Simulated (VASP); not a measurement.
Here is a VASP 6.6.1 calculation.

The input POSCAR:

```
ZrO2
1.0
    0.0000000000      2.5394960532      2.5394960532
    2.5394960532      0.0000000000      2.5394960532
    2.5394960532      2.5394960532      0.0000000000
Zr O
1 2
Direct
    0.0000000000      0.0000000000      0.0000000000
    0.2500000000      0.2500000000      0.2500000000
    0.7500000000      0.7500000000      0.7500000000
```

File INCAR.step1:

```
  PREC = Accurate
  ENCUT = 660
  ISMEAR = -1
  SIGMA = 0.03
  LREAL = False
  LASPH = True
  NELM = 120
  NBANDS = 19
  GGA = PE
  ALGO = Normal
  EDIFF = 1E-5
  LWAVE = True
  LCHARG = False
  GGA_COMPAT = False
```

The input INCAR.step2:

```
  PREC = Accurate
  ENCUT = 660
  EDIFF = 1E-6
  ISMEAR = -1
  SIGMA = 0.03
  LREAL = False
  LASPH = True
  NELM = 120
  ALGO = Normal
  ISIF = 2
  LWAVE = False
  LCHARG = False
  METAGGA = R2SCAN
  LMIXTAU = True
  LUSE_VDW = True
  IVDW_NL = 2
  BPARAM = 11.95
  CPARAM = 0.0093
  NBANDS = 19
  ISTART = 1
  GGA_COMPAT = False
```

Contents of KPOINTS:

```
Automatic mesh
0
Gamma
  10 10 10
```

Potentials or basis: VASP PAW PBE potentials, release 64 (Zr_sv, O).

The run is started by

```console
$ cat potpaw_PBE.64/Zr_sv/POTCAR potpaw_PBE.64/O/POTCAR > POTCAR
$ cp INCAR.step1 INCAR
$ mpirun -np 1 vasp_std > vasp.out
$ cp INCAR.step2 INCAR
$ mpirun -np 1 vasp_std > vasp.out
```

Estimate the band gap on the k mesh.

3.88 eV, indirect (least direct gap 4.27 eV).

What does it give for the pressure?

0.2 GPa.

Caveat: the PAW data sets were made with another functional, which shifts forces and pressure a little. r2SCAN opens gaps a little over a GGA but as a rule still falls short of measured ones.
